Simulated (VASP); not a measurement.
# Hg (P6_3/mmc) in VASP: single point with PBE

Aim: the single point of Hg with PBE.

Everything below comes from runs of VASP 6.6.1. Logs are shortened: lines on timing, memory, paths and dates and some standing lists are left out, and cuts for length are marked.

## (1) The cell of the first run

It takes space group P6_3/mmc (No. 194, hexagonal). Conventional cell: a = 2.818 Å, b = 2.818 Å, c = 5.230 Å, α = 90.00°, β = 90.00°, γ = 120.00°. Within 3.7 Å of Hg (site symmetry -6m2) lie 12 Hg at 2.82 to 3.08 Å.

## (2) Single point, PBE (Zn replaced by Hg, lengths x 1.049, strained)

The input, INCAR:

```
PREC = Accurate
ENCUT = 520
EDIFF = 1E-6
ISMEAR = 0
SIGMA = 0.1
LREAL = False
LASPH = True
NELM = 80
ALGO = Normal
ISIF = 2
LWAVE = False
LCHARG = False
GGA = PE
NBANDS = 19
```

The input, KPOINTS:

```
Automatic mesh
0
Gamma
  9 9 4
```

The input, POSCAR:

```
Hg
1.0
    2.8176613540      0.0000000000      0.0000000000
   -1.4088306770      2.4401663118      0.0000000000
    0.0000000000      0.0000000000      5.2304621744
Hg
2
Direct
    0.3333333333      0.6666666667      0.2500000000
    0.6666666667      0.3333333333      0.7500000000
```

Potentials or basis: VASP PAW PBE potentials, release 64 (Hg).

Started as:

```bash
> cat potpaw_PBE.64/Hg/POTCAR > POTCAR
> mpirun -np 1 vasp_std > vasp.out
```

OUTCAR:

```text
PREC = Accurate
   ENCUT = 520
   EDIFF = 1E-6
   ISMEAR = 0
   LREAL = False
   LASPH = True
   NELM = 80
   ISIF = 2
   GGA = PE

 ion  position               nearest neighbor table
   1  0.333  0.667  0.250-   2 3.08   2 3.08   2 3.08   2 3.08   2 3.08   2 3.08
   2  0.667  0.333  0.750-   1 3.08   1 3.08   1 3.08   1 3.08   1 3.08   1 3.08

  LATTYP: Found a hexagonal cell.
 ALAT       =     2.8176613540
 C/A-ratio  =     1.8563132745

  Lattice vectors:

 A1 = (   2.8176613540,   0.0000000000,   0.0000000000)
 A2 = (  -1.4088306770,   2.4401663118,   0.0000000000)
 A3 = (   0.0000000000,   0.0000000000,   5.2304621744)

Analysis of symmetry for initial positions (statically):
=====================================================================
 Subroutine PRICEL returns:
 Original cell was already a primitive cell.

 Routine SETGRP: Setting up the symmetry group for a
 hexagonal supercell.

 Subroutine GETGRP returns: Found 24 space group operations
 (whereof 12 operations were pure point group operations)
 out of a pool of 24 trial point group operations.

The static configuration has the point symmetry D_3d.
 The point group associated with its full space group is D_6h.

Analysis of symmetry for dynamics (positions and initial velocities):
=====================================================================
 Subroutine PRICEL returns:
 Original cell was already a primitive cell.

 Routine SETGRP: Setting up the symmetry group for a
 hexagonal supercell.

 Subroutine GETGRP returns: Found 24 space group operations
 (whereof 12 operations were pure point group operations)
 out of a pool of 24 trial point group operations.

The dynamic configuration has the point symmetry D_3d.
 The point group associated with its full space group is D_6h.

 Subroutine INISYM returns: Found 24 space group operations
 (whereof 12 operations are pure point group operations),
 and found     1 'primitive' translations

----------------------------------------------------------------------------------------

                                     Primitive cell

  volume of cell :      35.9624

  direct lattice vectors                    reciprocal lattice vectors
     2.817661354  0.000000000  0.000000000     0.354904254  0.204904066  0.000000000
    -1.408830677  2.440166312  0.000000000     0.000000000  0.409808133  0.000000000
     0.000000000  0.000000000  5.230462174     0.000000000  0.000000000  0.191187694

  length of vectors
     2.817661354  2.817661354  5.230462174     0.409808133  0.409808133  0.191187694

  position of ions in fractional coordinates (direct lattice)
     0.333333333  0.666666667  0.250000000
     0.666666667  0.333333333  0.750000000

  ion indices of the primitive-cell ions
   primitive index   ion index
                 1           1
                 2           2

----------------------------------------------------------------------------------------

 KPOINTS: Automatic mesh

Automatic generation of k-mesh.
 Grid dimensions read from file:
 generate k-points for:    9    9    4

 Generating k-lattice:

  Cartesian coordinates                     Fractional coordinates (reciprocal lattice)
     0.039433806  0.022767118  0.000000000     0.111111111  0.000000000  0.000000000
     0.000000000  0.045534237  0.000000000     0.000000000  0.111111111  0.000000000
     0.000000000  0.000000000  0.047796923     0.000000000  0.000000000  0.250000000

  Length of vectors
     0.045534237  0.045534237  0.047796923

  Shift w.r.t. Gamma in fractional coordinates (k-lattice)
     0.000000000  0.000000000  0.000000000

 Subroutine IBZKPT returns following result:
 ===========================================

 Found     36 irreducible k-points:

 Following reciprocal coordinates:
            Coordinates               Weight
  0.000000  0.000000  0.000000      1.000000
  0.111111  0.000000  0.000000      6.000000
  0.222222  0.000000  0.000000      6.000000
  0.333333  0.000000  0.000000      6.000000
  0.444444  0.000000  0.000000      6.000000
  0.111111  0.111111  0.000000      6.000000
[... 16 lines left out ...]
  0.333333  0.222222  0.250000     24.000000
  0.333333  0.333333  0.250000      4.000000
 [... further k-points ...]
   k-points           NKPTS =     36   k-points in BZ     NKDIM =     36   number of bands    NBANDS=     19
   number of dos      NEDOS =    301   number of ions     NIONS =      2
   total plane-waves  NPLWV =  23040
   dimension x,y,z NGX =    24 NGY =   24 NGZ =   40
   dimension x,y,z NGXF=    48 NGYF=   48 NGZF=   80
   ions per type =               2
   NGX,Y,Z   is equivalent  to a cutoff of  14.16, 14.16, 12.71 a.u.
   NGXF,Y,Z  is equivalent  to a cutoff of  28.32, 28.32, 25.43 a.u.
 SYSTEM =  unknown system
   PREC   = accura    normal or accurate (medium, high low for compatibility)
   ISTART =      0    job   : 0-new  1-cont  2-samecut
   ICHARG =      2    charge: 1-file 2-atom 10-const
   ISPIN  =      1    spin polarized calculation?
   LNONCOLLINEAR =      F non collinear calculations
   LSORBIT =      F    spin-orbit coupling
   LASPH  =      T    aspherical Exc in radial PAW
   ENCUT  =  520.0 eV  38.22 Ry    6.18 a.u.   5.24  5.24  9.73*2*pi/ulx,y,z
   NELM   =     80;   NELMIN=  2; NELMDL= -5     # of ELM steps
   EDIFF  = 0.1E-05   stopping-criterion for ELM
   LREAL  =      F    real-space projection
   EDIFFG = 0.1E-04   stopping-criterion for IOM
   NSW    =      0    number of steps for IOM
   IBRION =     -1    ionic relax: 0-MD 1-quasi-New 2-CG
   NFREE  =      0    steps in history (QN), initial steepest desc. (CG)
   ISIF   =      2    stress and relaxation
   ISYM   =      2    0-nonsym 1-usesym 2-fastsym
   POTIM  = 0.5000    time-step for ionic-motion
   TEBEG  =    0.0;   TEEND  =   0.0 temperature during run
   PSTRESS=    0.0 pullay stress
   NELECT =      24.0000    total number of electrons
   NUPDOWN=      -1.0000    fix difference up-down
   EMIN   =  10.00;   EMAX   =-10.00  energy-range for DOS
   EFERMI =   0.00;   METHOD = LEGACY
   ISMEAR =     0;   SIGMA  =   0.10  broadening in eV -4-tet -1-fermi 0-gaus
   EFERMI_NEDOS =   21; number of points for ismear=-14 and -15
   IALGO  =     38    algorithm
   IMIX   =      4    mixing-type and parameters
     AMIX     =   0.40;   BMIX     =  1.00
     AMIX_MAG =   1.60;   BMIX_MAG =  1.00
  volume/ion in A,a.u.               =      17.98       121.34
  Fermi-wavevector in a.u.,A,eV,Ry     =   1.430636  2.703510 27.847307  2.046719
  Thomas-Fermi vector in A             =   2.550460
   LORBIT       =      0    0 simple, 1 ext, 2 COOP (PROOUT), +10 PAW based schemes
   GGA     = PE    functional components
   LHFCALC =     F    Hartree Fock is set to
   AEXX    =    0.0000 exact exchange contribution
   IVDW    =     0    specifies the selected vdW correction
   LEPSILON=     F    determine dielectric tensor
   LRPA    =     F    only Hartree local field effects (RPA)
 non-spin polarized calculation
 Gauss-broadening in eV      SIGMA  =   0.10
  energy-cutoff  :      520.00
  volume of cell :       35.96
 maximum number of plane-waves:       981
 NGX is ok and might be reduce to    24
   NGX = 11   NGY = 11   NGZ = 19

 number of electron      23.9999999 magnetization

 Free energy of the ion-electron system (eV)
  ---------------------------------------------------
  ext. energy  EPLUGINS =         0.00000000
  ---------------------------------------------------
  free energy    TOTEN  =         0.98659058 eV

  energy without entropy =        0.99366577  energy(sigma->0) =        0.99012818

 E-fermi :   6.0653     XC(G=0): -12.4129

 val. band max:        6.0550829788   @ k =   0.3333   0.2222   0.0000
 cond. band min:       6.1157340484   @ k =   0.4444   0.0000   0.2500
 fundamental gap:      0.0606510696
 Fermi energy:         6.0653313679

 k-point     1 :       0.0000    0.0000    0.0000
  band No.  band energies     occupation
      1      -6.3494      2.00000
      2      -4.9971      2.00000
      3      -3.3658      2.00000
      4      -2.8095      2.00000
      5      -2.8095      2.00000
      6      -2.6691      2.00000
[... 11 lines left out ...]
     18      22.7991      0.00000
     19      25.2468      0.00000

 k-point     2 :       0.1111    0.0000    0.0000
  band No.  band energies     occupation
      1      -5.9459      2.00000
      2      -4.6844      2.00000
      3      -3.2934      2.00000
      4      -2.8857      2.00000
      5      -2.7609      2.00000
      6      -2.5726      2.00000
[... 11 lines left out ...]
     18      22.7071      0.00000
     19      22.9998      0.00000

 k-point     3 :       0.2222    0.0000    0.0000
  band No.  band energies     occupation
      1      -4.9481      2.00000
      2      -4.1751      2.00000
      3      -3.1603      2.00000
      4      -2.9924      2.00000
      5      -2.7875      2.00000
      6      -2.4106      2.00000
[... 11 lines left out ...]
     18      20.3479      0.00000
     19      20.9940      0.00000

 k-point     4 :       0.3333    0.0000    0.0000
  band No.  band energies     occupation
      1      -4.4397      2.00000
      2      -4.2918      2.00000
      3      -3.5156      2.00000
      4      -2.7972      2.00000
      5      -2.4821      2.00000
      6      -2.1976      2.00000
[... 11 lines left out ...]
     18      20.3475      0.00000
     19      21.3261      0.00000

 k-point     5 :       0.4444    0.0000    0.0000
  band No.  band energies     occupation
      1      -4.6069      2.00000
      2      -4.4209      2.00000
      3      -3.8963      2.00000
      4      -2.7333      2.00000
      5      -2.4083      2.00000
      6      -2.3322      2.00000
[... 11 lines left out ...]
     18      19.5645      0.00000
     19      20.6830      0.00000

 k-point     6 :       0.1111    0.1111    0.0000
  band No.  band energies     occupation
      1      -5.2068      2.00000
      2      -4.1746      2.00000
      3      -3.3245      2.00000
      4      -2.9533      2.00000
      5      -2.8355      2.00000
      6      -2.4775      2.00000
[... 11 lines left out ...]
     18      21.9086      0.00000
     19      22.0093      0.00000

 k-point     7 :       0.2222    0.1111    0.0000
  band No.  band energies     occupation
      1      -4.2178      2.00000
      2      -3.9323      2.00000
      3      -3.2152      2.00000
      4      -3.0785      2.00000
      5      -2.9836      2.00000
      6      -2.5054      2.00000
[... 11 lines left out ...]
     18      19.9441      0.00000
     19      20.8435      0.00000

 k-point     8 :       0.3333    0.1111    0.0000
  band No.  band energies     occupation
      1      -4.2552      2.00000
      2      -4.0878      2.00000
      3      -3.7112      2.00000
      4      -2.6987      2.00000
      5      -2.5358      2.00000
      6      -2.3154      2.00000
[... 256 lines left out ...]
 k-point    20 :       0.3333    0.1111    0.2500
  band No.  band energies     occupation
      1      -4.2440      2.00000
      2      -4.1635      2.00000
      3      -3.5843      2.00000
      4      -3.3271      2.00000
      5      -2.4090      2.00000
      6      -2.0024      2.00000
[... 11 lines left out ...]
     18      17.1192      0.00000
     19      20.8550      0.00000

 k-point    21 :       0.4444    0.1111    0.2500
  band No.  band energies     occupation
      1      -4.3362      2.00000
      2      -4.3192      2.00000
      3      -3.7143      2.00000
      4      -3.3254      2.00000
      5      -2.4741      2.00000
      6      -1.8123      2.00000
[... 11 lines left out ...]
     18      16.6452      0.00000
     19      20.6326      0.00000

 k-point    22 :       0.2222    0.2222    0.2500
  band No.  band energies     occupation
      1      -3.7069      2.00000
      2      -3.5769      2.00000
      3      -3.4848      2.00000
      4      -3.1937      2.00000
      5      -2.7861      2.00000
      6      -2.5739      2.00000
[... 11 lines left out ...]
     18      17.6500      0.00000
     19      19.7303      0.00000

 k-point    23 :       0.3333    0.2222    0.2500
  band No.  band energies     occupation
      1      -3.8377      2.00000
      2      -3.6224      2.00000
      3      -3.3197      2.00000
      4      -3.2008      2.00000
      5      -2.8575      2.00000
      6      -2.1443      2.00000
[... 11 lines left out ...]
     18      16.0039      0.00000
     19      18.8586      0.00000

 k-point    24 :       0.3333    0.3333    0.2500
  band No.  band energies     occupation
      1      -3.4704      2.00000
      2      -3.3325      2.00000
      3      -3.3325      2.00000
      4      -2.9031      2.00000
      5      -2.6893      2.00000
      6      -2.6893      2.00000
[... 11 lines left out ...]
     18      15.3199      0.00000
     19      17.1649      0.00000

 [... further k-points ...]

------------------------ aborting loop because EDIFF is reached ----------------------------------------

  FORCE on cell =-STRESS in cart. coord.  units (eV):
  Direction    XX          YY          ZZ          XY          YZ          ZX
  --------------------------------------------------------------------------------------
  -------------------------------------------------------------------------------------
  Total        9.2771252      9.2771252      6.4078799      0.0000000      0.0000000      0.0000000
  in kB      413.3098102    413.3098102    285.4806389      0.0000000      0.0000000      0.0000000
  external PRESSURE =     370.7000865 kB  Pullay stress =       0.0000000 kB

 VOLUME and BASIS-vectors are now :
 -----------------------------------------------------------------------------
  energy-cutoff  :      520.00
  volume of cell :       35.96
      direct lattice vectors                 reciprocal lattice vectors
     2.817661354  0.000000000  0.000000000     0.354904254  0.204904066  0.000000000
    -1.408830677  2.440166312  0.000000000     0.000000000  0.409808133  0.000000000
     0.000000000  0.000000000  5.230462174     0.000000000  0.000000000  0.191187694

 POSITION                                       TOTAL-FORCE (eV/Angst)
 -----------------------------------------------------------------------------------
     -0.00000      1.62678      1.30762        -0.000000      0.000000      0.000000
      1.40883      0.81339      3.92285         0.000000     -0.000000      0.000000
 -----------------------------------------------------------------------------------
    total drift:                               -0.000000      0.000000     -0.000000

  FREE ENERGIE OF THE ION-ELECTRON SYSTEM (eV)
  ---------------------------------------------------
  free  energy   TOTEN  =         0.9865905844 eV

  energy  without entropy=        0.9936657702  energy(sigma->0) =        0.99012818
```

It took 21 s on 1 thread of Oxide Virtual Turin-like, shared host; peak memory 0.14 GiB.

Results:

* Free energy: 0.9866 eV
* Pressure: 37.1 GPa
* Band gap on the k mesh: zero (bands 12 and 13 overlap by 3.63 eV)

Stress tensor (GPa, compression positive):
```
41.33  0.00  0.00
 0.00 41.33  0.00
 0.00  0.00 28.55
```

Caveat: the cell differs from its parent crystal (Zn replaced by Hg, lengths x 1.049, strained); the stress differs along the axes, from 29 to 41 GPa; spin-orbit coupling is left out, which moves the levels of the heavy elements.

The gap in the log of VASP goes by the Fermi energy; the results here count the filled bands.